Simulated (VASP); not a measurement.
Input of a VASP 6.6.1 run:

The input POSCAR:

```
Gd
1.0
   -2.0294741575      2.0294741575      2.0294741575
    2.0294741575     -2.0294741575      2.0294741575
    2.0294741575      2.0294741575     -2.0294741575
Gd
1
Direct
    0.0000000000      0.0000000000      0.0000000000
```

The input INCAR.step1:

```
SYSTEM = Gd
  PREC = Accurate
  ENCUT = 520
  ISMEAR = 1
  SIGMA = 0.05
  LREAL = .FALSE.
  LASPH = .TRUE.
  NELM = 150
  ISPIN = 2
  MAGMOM = 7
  LMAXMIX = 6
  NBANDS = 19
  GGA = PE
  ALGO = Normal
  EDIFF = 1E-4
  LWAVE = .TRUE.
  LCHARG = .FALSE.
```

Contents of INCAR.step2:

```
SYSTEM = Gd
  PREC = Accurate
  ENCUT = 520
  EDIFF = 1E-7
  ISMEAR = 1
  SIGMA = 0.05
  LREAL = .FALSE.
  LASPH = .TRUE.
  NELM = 150
  ALGO = Normal
  ISIF = 2
  LWAVE = .FALSE.
  LCHARG = .FALSE.
  ISPIN = 2
  MAGMOM = 7
  LORBIT = 11
  LMAXMIX = 6
  METAGGA = R2SCAN
  LMIXTAU = .TRUE.
  NBANDS = 19
  ISTART = 1
```

Contents of KPOINTS:

```
regular mesh
0
G
  8 8 8
  0 0 0
```

Potentials or basis: VASP PAW PBE potentials, release 64 (Gd).

Launch:

```sh
$ cat potpaw_PBE.64/Gd/POTCAR > POTCAR
$ cp INCAR.step1 INCAR
$ mpirun -np 1 vasp_std > vasp.out
$ cp INCAR.step2 INCAR
$ mpirun -np 1 vasp_std > vasp.out
```

Problem. Estimate the band gap on the k mesh.

Solution. Zero (filled and empty bands overlap).

Problem. Estimate the pressure.

Solution. 0.0 GPa.

Caveat: the PAW data sets were made with another functional, which shifts forces and pressure a little; spin-orbit coupling is left out, which moves the levels of the heavy elements; semilocal functionals describe open f shells poorly, which spoils levels, moments and volumes. The state reached can hang on the start; a lower one may exist.
